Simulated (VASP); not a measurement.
# PbS in VASP: a series of runs, part 2 of 2

VASP 6.6.1.

## 3. Single point, r2SCAN

File POSCAR:

```
PbS
1.0
    4.0896976867      0.0000000000      0.0000000000
   -2.0448488433      3.5417820905      0.0000000000
    0.0000000000      0.0000000000      3.7881670000
Pb S
1 1
Direct
    0.0091440000      0.0031280000     -0.0018180000
    0.6493990000      0.3189090000      0.5043660000
```

File INCAR.step1:

```
ALGO = Normal
EDIFF = 1E-4
ENCUT = 520
GGA = PE
ISMEAR = 1
LASPH = True
LCHARG = False
LREAL = False
LWAVE = True
NBANDS = 17
NELM = 80
PREC = Accurate
SIGMA = 0.05
```

File INCAR.step2:

```
ALGO = Normal
EDIFF = 1E-6
ENCUT = 520
ISIF = 2
ISMEAR = 1
ISTART = 1
LASPH = True
LCHARG = False
LMIXTAU = True
LREAL = False
LWAVE = False
METAGGA = R2SCAN
NBANDS = 17
NELM = 80
PREC = Accurate
SIGMA = 0.05
```

File KPOINTS:

```
k-points
0
Gamma
  9 9 8
```

Potentials or basis: VASP PAW PBE potentials, release 64 (Pb_d, S).

Launch:

```console
$ cat potpaw_PBE.64/Pb_d/POTCAR potpaw_PBE.64/S/POTCAR > POTCAR
$ cp INCAR.step1 INCAR
$ mpirun -np 1 vasp_std > vasp.out
$ cp INCAR.step2 INCAR
$ mpirun -np 1 vasp_std > vasp.out
```

OUTCAR:

```text
EDIFF = 1E-6
   ENCUT = 520
   ISIF = 2
   ISMEAR = 1
   ISTART = 1
   LASPH = True
   LREAL = False
   METAGGA = R2SCAN
   NELM = 80
   PREC = Accurate

 ion  position               nearest neighbor table
   1  0.009  0.003  0.998-   2 2.94   2 2.97   2 3.04   2 3.06   2 3.07   2 3.09
   2  0.649  0.319  0.504-   1 2.94   1 2.97   1 3.04   1 3.06   1 3.07   1 3.09

  LATTYP: Found a hexagonal cell.
 ALAT       =     4.0896976867
 C/A-ratio  =     0.9262706660

  Lattice vectors:

 A1 = (   4.0896976867,   0.0000000000,   0.0000000000)
 A2 = (  -2.0448488433,   3.5417820905,   0.0000000000)
 A3 = (   0.0000000000,   0.0000000000,   3.7881670000)

Analysis of symmetry for initial positions (statically):
=====================================================================
 Subroutine PRICEL returns:
 Original cell was already a primitive cell.

 Routine SETGRP: Setting up the symmetry group for a
[... 155 lines left out ...]
 maximum number of plane-waves:      1506
   NGX = 15   NGY = 15   NGZ = 15

 number of electron      20.0000001 magnetization

 Free energy of the ion-electron system (eV)
  ---------------------------------------------------
  ext. energy  EPLUGINS =         0.00000000
  ---------------------------------------------------
  free energy    TOTEN  =       -65.33296025 eV

  energy without entropy =      -65.33299995  energy(sigma->0) =      -65.33297348

 E-fermi :   5.1312     XC(G=0):  -9.9819

 val. band max:        5.0763990930   @ k =   0.0000   0.0000   0.5000
 cond. band min:       5.1669452891   @ k =   0.3333   0.3333   0.0000
 fundamental gap:      0.0905461961
 Fermi energy:         5.1312212134

 k-point     1 :       0.0000    0.0000    0.0000
  band No.  band energies     occupation
      1     -12.4929      2.00000
      2     -12.4631      2.00000
      3     -12.4566      2.00000
      4     -12.3697      2.00000
      5     -12.3521      2.00000
      6      -8.6930      2.00000
[... 457 lines left out ...]
      4     -12.3965      2.00000
      5     -12.3620      2.00000
      6      -7.7559      2.00000
[... 9 lines left out ...]
     16      15.5047      0.00000
     17      17.1237      0.00000

 [... further k-points ...]
[... 5 lines left out ...]
  --------------------------------------------------------------------------------------
  -------------------------------------------------------------------------------------
  Total       -0.3566751     -0.3092356     -0.2614947     -0.0359533     -0.0131849     -0.0169493
  in kB      -10.4145677     -9.0293787     -7.6353919     -1.0498006     -0.3849861     -0.4949020
  external PRESSURE =      -9.0264461 kB  Pullay stress =       0.0000000 kB

 VOLUME and BASIS-vectors are now :
 -----------------------------------------------------------------------------
  energy-cutoff  :      520.00
  volume of cell :       54.87
      direct lattice vectors                 reciprocal lattice vectors
     4.089697687  0.000000000  0.000000000     0.244516851  0.141171870  0.000000000
    -2.044848843  3.541782090  0.000000000     0.000000000  0.282343740  0.000000000
     0.000000000  0.000000000  3.788167000     0.000000000  0.000000000  0.263979914

 POSITION                                       TOTAL-FORCE (eV/Angst)
 -----------------------------------------------------------------------------------
      0.03100      0.01108      3.78128        -0.113735     -0.100360     -0.032805
      2.00372      1.12951      1.91062         0.113735      0.100360      0.032805
 -----------------------------------------------------------------------------------
    total drift:                                0.000037      0.000065      0.000091

  FREE ENERGIE OF THE ION-ELECTRON SYSTEM (eV)
  ---------------------------------------------------
  free  energy   TOTEN  =       -65.3329602490 eV

  energy  without entropy=      -65.3329999484  energy(sigma->0) =      -65.33297348
```

OUTCAR.step1:

```text
EDIFF = 1E-4
   ENCUT = 520
   GGA = PE
   ISMEAR = 1
   LASPH = True
[... 701 lines left out ...]
 -----------------------------------------------------------------------------------
      0.03100      0.01108      3.78128        -0.121886     -0.105347     -0.023265
      2.00372      1.12951      1.91062         0.121886      0.105347      0.023265
 -----------------------------------------------------------------------------------
    total drift:                               -0.000643     -0.000547      0.000080

  FREE ENERGIE OF THE ION-ELECTRON SYSTEM (eV)
  ---------------------------------------------------
  free  energy   TOTEN  =        -8.5177537728 eV

  energy  without entropy=       -8.5177104008  energy(sigma->0) =       -8.51773932
```

Wall time 13 min (1 thread of Intel Xeon 6975P-C, shared host); peak memory 0.4 GiB.

Results:

* Free energy: -65.3330 eV
* Pressure: -0.9 GPa
* Largest force: 0.155 eV/Å
* Band gap on the k mesh: zero (band 10 reaches 5.17 eV, above the bottom of band 11 at 4.87 eV)

Forces on the atoms (eV/Å):
```
Pb  -0.114 -0.100 -0.033
S    0.114  0.100  0.033
```

Stress tensor (GPa, compression positive):
```
-1.04 -0.10 -0.05
-0.10 -0.90 -0.04
-0.05 -0.04 -0.76
```

Levels at points of the mesh, in eV from the Fermi level:
| k point | band 7 | band 8 | band 9 | band 10 | band 11 | band 12 | band 13 | band 14 |
| --- | --- | --- | --- | --- | --- | --- | --- | --- |
| (0.00, 0.00, 0.00) | -6.63 | -2.38 | -2.02 | -1.73 | 3.39 | 3.91 | 5.64 | 6.86 |
| (0.00, 0.00, 0.50) | -9.31 | -1.33 | -1.25 | -0.05 | 1.18 | 3.95 | 4.15 | 8.58 |

Caveat: the PAW data sets were made with another functional, which shifts forces and pressure a little; spin-orbit coupling is left out, which moves the levels of the heavy elements.

## 4. Single point, PBE

File INCAR:

```
SYSTEM = PbS
PREC = Accurate ; ENCUT = 520
EDIFF = 1E-7 ; ISMEAR = -1
SIGMA = 0.025 ; LREAL = .False.
LASPH = .True. ; NELM = 100
ALGO = Normal ; ISIF = 2
LWAVE = .False. ; LCHARG = .True.
GGA = PE ; LELF = .True.
LVHAR = .True. ; NBANDS = 17
```

File KPOINTS:

```
Automatic mesh
0
Gamma
  8 8 7
  0 0 0
```

File POSCAR:

```
PbS
1.0
    4.0896976867      0.0000000000      0.0000000000
   -2.0448488433      3.5417820905      0.0000000000
    0.0000000000      0.0000000000      3.7881670000
Pb S
1 1
Direct
    0.0000000000      0.0000000000      0.0000000000
    0.6666666667      0.3333333333      0.5000000000
```

Launch:

```console
$ cat potpaw_PBE.64/Pb_d/POTCAR potpaw_PBE.64/S/POTCAR > POTCAR
$ mpirun -np 1 vasp_std > vasp.out
```

It took 46 s on 1 thread of Intel Xeon 8259CL, shared host; peak memory 0.18 GiB.

Results (log left out):

```yaml
Free_energy: -8.5229 eV
Pressure: 0.0 GPa
Band_gap_on_the_k_mesh: 0.21 eV, indirect (least direct gap 1.65 eV)
```

Levels at points of the mesh, in eV from the valence-band top:
```tsv
k point	band 7	band 8	band 9	band 10	band 11	band 12	band 13	band 14
(0.00, 0.00, 0.00)	-6.37	-2.06	-1.58	-1.58	3.55	3.55	5.36	6.59
(0.50, 0.00, 0.00)	-8.37	-2.59	-1.70	-1.08	2.01	4.03	5.35	5.50
```

Caveat: spin-orbit coupling is left out, which moves the levels of the heavy elements. A k mesh can miss the band edges.

## 5. Single point, PBE

File INCAR:

```
ALGO = Normal
EDIFF = 1E-6
ENCUT = 520
GGA = PE
ISIF = 2
ISMEAR = -1
LASPH = True
LCHARG = True
LELF = True
LREAL = False
LVHAR = True
LWAVE = False
NBANDS = 17
NELM = 60
PREC = Accurate
SIGMA = 0.01
```

File KPOINTS:

```
k-points
0
Gamma
  8 8 7
```

POSCAR is that of step 4.

Launch:

```console
$ cat potpaw_PBE.64/Pb_d/POTCAR potpaw_PBE.64/S/POTCAR > POTCAR
$ mpirun -np 1 vasp_std > vasp.out
```

Run time: 46 s. Hardware: 1 thread of Intel Xeon 8259CL, shared host; peak memory 0.19 GiB.

It converged, with:

- Free energy: -8.5228 eV
- Pressure: 0.0 GPa
- Band gap on the k mesh: 0.21 eV, indirect (least direct gap 1.65 eV)

Levels at points of the mesh, in eV from the valence-band top:
| k point | band 6 | band 7 | band 8 | band 9 | band 10 | band 11 | band 12 | band 13 | band 14 | band 15 |
| --- | --- | --- | --- | --- | --- | --- | --- | --- | --- | --- |
| (0.00, 0.00, 0.00) | -13.06 | -6.37 | -2.06 | -1.58 | -1.58 | 3.55 | 3.55 | 5.36 | 6.59 | 7.16 |
| (0.50, 0.00, 0.00) | -11.97 | -8.37 | -2.59 | -1.70 | -1.08 | 2.01 | 4.03 | 5.35 | 5.50 | 11.08 |

Caveat: spin-orbit coupling is left out, which moves the levels of the heavy elements. A k mesh can miss the band edges.

## 6. Summary

| level | k mesh | smearing | gap on the mesh (eV) | pressure (GPa) | largest force (eV/Å) |
| --- | --- | --- | --- | --- | --- |
| r2SCAN | 7 × 7 × 6 | methfessel-paxton 0.05 eV | none | -0.9 | 0.15 |
| r2SCAN | 9 × 9 × 8 | methfessel-paxton 0.05 eV | none | -0.9 | 0.16 |
| PBE | 8 × 8 × 7 | fermi-dirac 0.025 eV | 0.21 | 0.0 | - |
| PBE | 8 × 8 × 7 | fermi-dirac 0.01 eV | 0.21 | 0.0 | - |

Some of these runs hold the atoms at other places in the same cell, which the table doesn't show; runs alike in all that it shows share one row.

Alike in all rows: task single point; potentials or basis VASP PAW PBE potentials, release 64 (Pb_d, S); no spin polarisation; cell as given; cutoff (eV) 520.

On the cell as given the gap runs from zero (r2SCAN) to 0.21 eV (PBE); the meshes differ, which moves gaps too. The pressure there spans -0.9 GPa (r2SCAN) to 0.0 GPa (PBE); a positive pressure means that this level wants a larger cell, a negative one a smaller.

Caveats: spin-orbit coupling is left out, which moves the levels of the heavy elements; the PAW data sets were made with another functional, which shifts forces and pressure a little (some runs).

Total energies depend on the potentials used, so only differences within one code and one set of settings carry meaning.
